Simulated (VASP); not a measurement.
# Si2Mo (P6_2) in VASP: further runs

Si2Mo is run at these levels: r2SCAN; tasks: single point.

Program: VASP 6.6.1. These are calculated values, not measurements. Logs are shortened: lines on timing, memory, paths and dates and some standing lists are left out, and cuts for length are marked.

### Step 1. The cell of the first run

The structure is hexagonal, space group P6_2 (No. 171). The conventional cell has a = 4.584 Å, b = 4.584 Å, c = 6.577 Å, α = 90.00°, β = 90.00°, γ = 120.00°. Within 3.2 Å of Si (site symmetry 1) lie 5 Mo at 2.36 to 2.78 Å and 9 Si at 2.55 to 3.20 Å. Mo (site symmetry 2) has 10 Si at 2.36 to 2.78 Å and 4 Mo at 3.17 Å within 3.2 Å.

### Step 2. Single point, r2SCAN (all Si atoms moved -0.250 Å, as atom 1 along Cartesian [0 0 1])

The input, POSCAR:

```
Si2Mo
1.0
    4.5839769341      0.0000000000      0.0000000000
   -2.2919884671      3.9698404753      0.0000000000
    0.0000000000      0.0000000000      6.5768413691
Si Mo
6 3
Direct
    0.1638603720      0.8361396280      0.7953211652
    0.3277207440      0.1638603720      0.1286544985
    0.8361396280      0.6722792560      0.4619878319
    0.8361396280      0.1638603720      0.7953211652
    0.6722792560      0.8361396280      0.1286544985
    0.1638603720      0.3277207440      0.4619878319
    0.5000000000      0.0000000000      0.5000000000
    0.0000000000      0.5000000000      0.1666666667
    0.5000000000      0.5000000000      0.8333333333
```

The input, INCAR.step1:

```
SYSTEM = Si2Mo
  PREC = Accurate
  ENCUT = 550
  ISMEAR = 0
  SIGMA = 0.03
  LREAL = .FALSE.
  LASPH = .TRUE.
  NELM = 120
  NBANDS = 43
  GGA = PE
  ALGO = Normal
  EDIFF = 1E-5
  LWAVE = .TRUE.
  LCHARG = .FALSE.
  GGA_COMPAT = .FALSE.
```

The input, INCAR.step2:

```
SYSTEM = Si2Mo
  PREC = Accurate
  ENCUT = 550
  EDIFF = 1E-6
  ISMEAR = 0
  SIGMA = 0.03
  LREAL = .FALSE.
  LASPH = .TRUE.
  NELM = 120
  ALGO = Normal
  ISIF = 2
  LWAVE = .FALSE.
  LCHARG = .FALSE.
  METAGGA = R2SCAN
  LMIXTAU = .TRUE.
  NBANDS = 43
  ISTART = 1
  GGA_COMPAT = .FALSE.
```

The input, KPOINTS:

```
regular mesh
0
G
  12 12 6
  0 0 0
```

Potentials or basis: VASP PAW PBE potentials, release 64 (Si, Mo_sv).

Command:

```
> cat potpaw_PBE.64/Si/POTCAR potpaw_PBE.64/Mo_sv/POTCAR > POTCAR
> cp INCAR.step1 INCAR
> mpirun -np 1 vasp_std > vasp.out
> cp INCAR.step2 INCAR
> mpirun -np 1 vasp_std > vasp.out
```

OUTCAR:

```text
SYSTEM = Si2Mo
   PREC = Accurate
   ENCUT = 550
   EDIFF = 1E-6
   ISMEAR = 0
   LREAL = .FALSE.
   LASPH = .TRUE.
   NELM = 120
   ISIF = 2
   METAGGA = R2SCAN
   ISTART = 1

 ion  position               nearest neighbor table
   1  0.164  0.836  0.795-   7 2.36   3 2.55   2 2.55   4 2.60   9 2.65   9 2.65   4 2.67   4 2.67
                             9 2.68   8 2.78   5 3.14   6 3.14
   2  0.328  0.164  0.129-   9 2.36   1 2.55   6 2.55   5 2.60   8 2.65   8 2.65   5 2.67   5 2.67
                             8 2.68   7 2.78   4 3.14   3 3.14
   3  0.836  0.672  0.462-   8 2.36   1 2.55   5 2.55   6 2.60   7 2.65   7 2.65   6 2.67   6 2.67
                             7 2.68   9 2.78   4 3.14   2 3.14
   4  0.836  0.164  0.795-   7 2.36   6 2.55   5 2.55   1 2.60   9 2.65   9 2.65   1 2.67   1 2.67
                             9 2.68   8 2.78   2 3.14   3 3.14
   5  0.672  0.836  0.129-   9 2.36   4 2.55   3 2.55   2 2.60   8 2.65   8 2.65   2 2.67   2 2.67
                             8 2.68   7 2.78   1 3.14   6 3.14
   6  0.164  0.328  0.462-   8 2.36   4 2.55   2 2.55   3 2.60   7 2.65   7 2.65   3 2.67   3 2.67
                             7 2.68   9 2.78   1 3.14   5 3.14
   7  0.500  0.000  0.500-   1 2.36   4 2.36   6 2.65   3 2.65   6 2.65   3 2.65   6 2.68   3 2.68
                             5 2.78   2 2.78   8 3.17   8 3.17   9 3.17   9 3.17
   8  0.000  0.500  0.167-   3 2.36   6 2.36   2 2.65   5 2.65   2 2.65   5 2.65   5 2.68   2 2.68
                             1 2.78   4 2.78   7 3.17   7 3.17   9 3.17   9 3.17
   9  0.500  0.500  0.833-   2 2.36   5 2.36   1 2.65   4 2.65   1 2.65   4 2.65   4 2.68   1 2.68
                             3 2.78   6 2.78   7 3.17   7 3.17   8 3.17   8 3.17

  LATTYP: Found a hexagonal cell.
 ALAT       =     4.5839769341
 C/A-ratio  =     1.4347457380

  Lattice vectors:

 A1 = (   4.5839769341,   0.0000000000,   0.0000000000)
 A2 = (  -2.2919884671,   3.9698404753,   0.0000000000)
 A3 = (   0.0000000000,   0.0000000000,   6.5768413691)

Analysis of symmetry for initial positions (statically):
=====================================================================
 Subroutine PRICEL returns:
 Original cell was already a primitive cell.

 Routine SETGRP: Setting up the symmetry group for a
 hexagonal supercell.

 Subroutine GETGRP returns: Found  6 space group operations
 (whereof  2 operations were pure point group operations)
 out of a pool of 24 trial point group operations.

The static configuration has the point symmetry C_2 .
 The point group associated with its full space group is C_6 .

Analysis of symmetry for dynamics (positions and initial velocities):
=====================================================================
 Subroutine PRICEL returns:
 Original cell was already a primitive cell.

 Routine SETGRP: Setting up the symmetry group for a
 hexagonal supercell.

 Subroutine GETGRP returns: Found  6 space group operations
 (whereof  2 operations were pure point group operations)
 out of a pool of 24 trial point group operations.

The dynamic configuration has the point symmetry C_2 .
 The point group associated with its full space group is C_6 .

 Subroutine INISYM returns: Found  6 space group operations
 (whereof  2 operations are pure point group operations),
 and found     1 'primitive' translations

----------------------------------------------------------------------------------------

                                     Primitive cell

  volume of cell :     119.6831

  direct lattice vectors                    reciprocal lattice vectors
     4.583976934  0.000000000  0.000000000     0.218151185  0.125949645  0.000000000
    -2.291988467  3.969840475  0.000000000     0.000000000  0.251899291  0.000000000
     0.000000000  0.000000000  6.576841369     0.000000000  0.000000000  0.152048673

  length of vectors
     4.583976934  4.583976934  6.576841369     0.251899291  0.251899291  0.152048673

  position of ions in fractional coordinates (direct lattice)
     0.163860372  0.836139628  0.795321165
     0.327720744  0.163860372  0.128654498
     0.836139628  0.672279256  0.461987832
     0.836139628  0.163860372  0.795321165
     0.672279256  0.836139628  0.128654498
     0.163860372  0.327720744  0.461987832
     0.500000000  0.000000000  0.500000000
     0.000000000  0.500000000  0.166666667
     0.500000000  0.500000000  0.833333333

  ion indices of the primitive-cell ions
   primitive index   ion index
                 1           1
                 2           2
                 3           3
                 4           4
                 5           5
                 6           6
                 7           7
                 8           8
                 9           9

----------------------------------------------------------------------------------------

 KPOINTS: regular mesh

Automatic generation of k-mesh.
 Grid dimensions read from file:
 generate k-points for:   12   12    6

 Generating k-lattice:

  Cartesian coordinates                     Fractional coordinates (reciprocal lattice)
     0.018179265  0.010495804  0.000000000     0.083333333  0.000000000  0.000000000
     0.000000000  0.020991608  0.000000000     0.000000000  0.083333333  0.000000000
     0.000000000  0.000000000  0.025341445     0.000000000  0.000000000  0.166666667

  Length of vectors
     0.020991608  0.020991608  0.025341445

  Shift w.r.t. Gamma in fractional coordinates (k-lattice)
     0.000000000  0.000000000  0.000000000

 Subroutine IBZKPT returns following result:
 ===========================================

 Found    104 irreducible k-points:

 Following reciprocal coordinates:
            Coordinates               Weight
  0.000000  0.000000  0.000000      1.000000
  0.083333  0.000000  0.000000      6.000000
  0.166667 -0.000000  0.000000      6.000000
  0.250000  0.000000  0.000000      6.000000
  0.333333 -0.000000  0.000000      6.000000
  0.416667 -0.000000  0.000000      6.000000
[... 16 lines left out ...]
  0.250000  0.250000  0.000000      6.000000
  0.333333  0.250000  0.000000      6.000000
 [... further k-points ...]
   k-points           NKPTS =    104   k-points in BZ     NKDIM =    104   number of bands    NBANDS=     43
   number of dos      NEDOS =    301   number of ions     NIONS =      9
   total plane-waves  NPLWV =  64800
   dimension x,y,z NGX =    36 NGY =   36 NGZ =   50
   dimension x,y,z NGXF=    72 NGYF=   72 NGZF=  100
   ions per type =               6   3
   NGX,Y,Z   is equivalent  to a cutoff of  13.06, 13.06, 12.64 a.u.
   NGXF,Y,Z  is equivalent  to a cutoff of  26.11, 26.11, 25.28 a.u.
 SYSTEM =  Si2Mo
   PREC   = accura    normal or accurate (medium, high low for compatibility)
   ISTART =      1    job   : 0-new  1-cont  2-samecut
   ICHARG =      0    charge: 1-file 2-atom 10-const
   ISPIN  =      1    spin polarized calculation?
   LNONCOLLINEAR =      F non collinear calculations
   LSORBIT =      F    spin-orbit coupling
   LASPH  =      T    aspherical Exc in radial PAW
   ENCUT  =  550.0 eV  40.42 Ry    6.36 a.u.   8.77  8.77 12.58*2*pi/ulx,y,z
   NELM   =    120;   NELMIN=  2; NELMDL=  0     # of ELM steps
   EDIFF  = 0.1E-05   stopping-criterion for ELM
   LREAL  =      F    real-space projection
   EDIFFG = 0.1E-04   stopping-criterion for IOM
   NSW    =      0    number of steps for IOM
   IBRION =     -1    ionic relax: 0-MD 1-quasi-New 2-CG
   NFREE  =      0    steps in history (QN), initial steepest desc. (CG)
   ISIF   =      2    stress and relaxation
   ISYM   =      2    0-nonsym 1-usesym 2-fastsym
   POTIM  = 0.5000    time-step for ionic-motion
   TEBEG  =    0.0;   TEEND  =   0.0 temperature during run
   PSTRESS=    0.0 pullay stress
   NELECT =      66.0000    total number of electrons
   NUPDOWN=      -1.0000    fix difference up-down
   EMIN   =  10.00;   EMAX   =-10.00  energy-range for DOS
   EFERMI =   0.00;   METHOD = LEGACY
   ISMEAR =     0;   SIGMA  =   0.03  broadening in eV -4-tet -1-fermi 0-gaus
   EFERMI_NEDOS =   21; number of points for ismear=-14 and -15
   IALGO  =     38    algorithm
   IMIX   =      4    mixing-type and parameters
     AMIX     =   0.40;   BMIX     =  1.00
     AMIX_MAG =   1.60;   BMIX_MAG =  1.00
  volume/ion in A,a.u.               =      13.30        89.74
  Fermi-wavevector in a.u.,A,eV,Ry     =   1.342492  2.536943 24.521590  1.802286
  Thomas-Fermi vector in A             =   2.470642
   LORBIT       =      0    0 simple, 1 ext, 2 COOP (PROOUT), +10 PAW based schemes
   METAGGA = R2SCAN    functional components
   LHFCALC =     F    Hartree Fock is set to
   AEXX    =    0.0000 exact exchange contribution
   IVDW    =     0    specifies the selected vdW correction
   LEPSILON=     F    determine dielectric tensor
   LRPA    =     F    only Hartree local field effects (RPA)
 non-spin polarized calculation
 Gauss-broadening in eV      SIGMA  =   0.03
  energy-cutoff  :      550.00
  volume of cell :      119.68
 maximum number of plane-waves:      3547
   NGX = 17   NGY = 17   NGZ = 25

 number of electron      65.9999996 magnetization

 Free energy of the ion-electron system (eV)
  ---------------------------------------------------
  ext. energy  EPLUGINS =         0.00000000
  ---------------------------------------------------
  free energy    TOTEN  =      -133.54014993 eV

  energy without entropy =     -133.54014993  energy(sigma->0) =     -133.54014993

 E-fermi :  12.9847     XC(G=0): -13.4090

 val. band max:       12.8649410285   @ k =   0.5000   0.0000   0.5000
 cond. band min:      13.1106761805   @ k =   0.5000   0.0000   0.0000
 fundamental gap:      0.2457351519
 Fermi energy:        12.9847302126

 k-point     1 :       0.0000    0.0000    0.0000
  band No.  band energies     occupation
      1     -50.1025      2.00000
      2     -50.0677      2.00000
      3     -50.0677      2.00000
      4     -23.6781      2.00000
      5     -23.6781      2.00000
      6     -23.6481      2.00000
[... 35 lines left out ...]
     42      15.9578      0.00000
     43      16.6003      0.00000

 k-point     2 :       0.0833    0.0000    0.0000
  band No.  band energies     occupation
      1     -50.1019      2.00000
      2     -50.0682      2.00000
      3     -50.0677      2.00000
      4     -23.6873      2.00000
      5     -23.6806      2.00000
      6     -23.6463      2.00000
[... 35 lines left out ...]
     42      16.1383      0.00000
     43      16.4918      0.00000

 k-point     3 :       0.1667   -0.0000    0.0000
  band No.  band energies     occupation
      1     -50.1003      2.00000
      2     -50.0697      2.00000
      3     -50.0677      2.00000
      4     -23.7023      2.00000
      5     -23.6867      2.00000
      6     -23.6479      2.00000
[... 35 lines left out ...]
     42      16.2165      0.00000
     43      16.7343      0.00000

 k-point     4 :       0.2500    0.0000    0.0000
  band No.  band energies     occupation
      1     -50.0978      2.00000
      2     -50.0719      2.00000
      3     -50.0676      2.00000
      4     -23.7158      2.00000
      5     -23.6939      2.00000
      6     -23.6503      2.00000
[... 863 lines left out ...]
     42      16.4912      0.00000
     43      16.7499      0.00000

 k-point    23 :       0.2500    0.2500    0.0000
  band No.  band energies     occupation
      1     -50.0904      2.00000
      2     -50.0789      2.00000
      3     -50.0676      2.00000
      4     -23.7343      2.00000
      5     -23.6951      2.00000
      6     -23.6670      2.00000
[... 35 lines left out ...]
     42      16.4968      0.00000
     43      17.1524      0.00000

 k-point    24 :       0.3333    0.2500    0.0000
  band No.  band energies     occupation
      1     -50.0876      2.00000
      2     -50.0817      2.00000
      3     -50.0676      2.00000
      4     -23.7368      2.00000
      5     -23.6925      2.00000
      6     -23.6732      2.00000
[... 35 lines left out ...]
     42      16.4091      0.00000
     43      16.8666      0.00000

 [... further k-points ...]

------------------------ aborting loop because EDIFF is reached ----------------------------------------

  FORCE on cell =-STRESS in cart. coord.  units (eV):
  Direction    XX          YY          ZZ          XY          YZ          ZX
  --------------------------------------------------------------------------------------
  -------------------------------------------------------------------------------------
  Total        1.7217422      1.7217422      9.4508470     -0.0000028      0.0000000      0.0000000
  in kB       23.0486694     23.0486694    126.5168786     -0.0000374      0.0000000      0.0000000
  external PRESSURE =      57.5380724 kB  Pullay stress =       0.0000000 kB

 VOLUME and BASIS-vectors are now :
 -----------------------------------------------------------------------------
  energy-cutoff  :      550.00
  volume of cell :      119.68
      direct lattice vectors                 reciprocal lattice vectors
     4.583976934  0.000000000  0.000000000     0.218151185  0.125949645  0.000000000
    -2.291988467  3.969840475  0.000000000     0.000000000  0.251899291  0.000000000
     0.000000000  0.000000000  6.576841369     0.000000000  0.000000000  0.152048673

 POSITION                                       TOTAL-FORCE (eV/Angst)
 -----------------------------------------------------------------------------------
     -1.16529      3.31934      5.23070        -0.622521     -0.606071      1.739298
      1.12670      0.65050      0.84614         0.213613     -0.842155      1.739298
      2.29199      2.66884      3.03842        -0.836134      0.236083      1.739298
      3.45728      0.65050      5.23070         0.622521      0.606071      1.739298
      1.16529      3.31934      0.84614        -0.213613      0.842155      1.739298
     -0.00000      1.30100      3.03842         0.836134     -0.236083      1.739298
      2.29199      0.00000      3.28842        -0.000000     -0.000000     -3.478596
     -1.14599      1.98492      1.09614         0.000000     -0.000000     -3.478596
      1.14599      1.98492      5.48070         0.000000      0.000000     -3.478596
 -----------------------------------------------------------------------------------
    total drift:                               -0.000000     -0.000000      0.000102

  FREE ENERGIE OF THE ION-ELECTRON SYSTEM (eV)
  ---------------------------------------------------
  free  energy   TOTEN  =      -133.5401499263 eV

  energy  without entropy=     -133.5401499263  energy(sigma->0) =     -133.54014993
```

Run time: 12 min. Hardware: 1 thread of Intel Xeon 6975P-C (Granite Rapids), shared host; peak memory 0.56 GiB.

What came out:

- Free energy: -133.5401 eV
- Pressure: 5.8 GPa
- Largest force: 3.479 eV/Å
- Band gap on the k mesh: 0.25 eV (least direct gap 0.68 eV)

Forces in eV/Å, atoms in the order of the input:
```
Si  -0.623 -0.606  1.739
Si   0.214 -0.842  1.739
Si  -0.836  0.236  1.739
Si   0.623  0.606  1.739
Si  -0.214  0.842  1.739
Si   0.836 -0.236  1.739
Mo   0.000  0.000 -3.479
Mo   0.000  0.000 -3.479
Mo   0.000  0.000 -3.479
```

Stress tensor (GPa, compression positive):
```
 2.30  0.00  0.00
 0.00  2.30  0.00
 0.00  0.00 12.65
```

Levels at points of the mesh, in eV from the valence-band top:
```
           k point  band 30  band 31  band 32  band 33  band 34  band 35  band 36  band 37
(0.00, 0.00, 0.00)    -3.19    -2.88    -2.21    -0.87     2.29     2.42     2.42     2.47
(0.50, 0.00, 0.00)    -2.11    -1.79    -1.17    -0.74     0.25     0.75     0.89     1.83
(0.00, 0.00, 0.50)    -2.44    -2.20    -0.78    -0.78     1.89     2.07     2.45     2.45
(0.50, 0.00, 0.50)    -2.59    -1.96    -1.37     0.00     0.68     1.25     1.48     1.51
```

Caveat: the cell differs from its parent crystal (all Si atoms moved -0.250 Å, as atom 1 along Cartesian [0 0 1]); the stress differs along the axes, from 2 to 13 GPa; the PAW data sets were made with another functional, which shifts forces and pressure a little.

[end of part 1 of 2]
